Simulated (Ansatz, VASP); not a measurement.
# KCl in VASP and in Ansatz

```
K Cl
1.0
     3.62185    0.00000    0.00000
     0.00000    3.62185    0.00000
     0.00000    0.00000    3.62185
K Cl
1 1
Direct
  0.00000 0.00000 0.00000
  0.50000 0.50000 0.50000
```

Change from the starting cell: volume scaled by 0.99, crystal datasets.

Alike in both runs: task electric field gradients; functional PBE; k mesh 7 × 7 × 7; occupations fermi-dirac, width 0.02 eV; no spin polarisation.

```csv
,VASP,Ansatz
version,VASP 6.6.1,Ansatz 0.2.0
potentials or method,"VASP PAW PBE potentials, release 64 (K_sv, Cl), cutoff 520 eV","all-electron PAW with datasets made for the crystal, scalar-relativistic"
```

```tsv
	VASP	Ansatz	Ansatz less VASP
gap on the k mesh at the Fermi level (eV)	5.67	5.67	+0.002
pressure (GPa)	4.9	4.9	-0.07
```

Ansatz ran all-electron here, and VASP with PAW potentials.
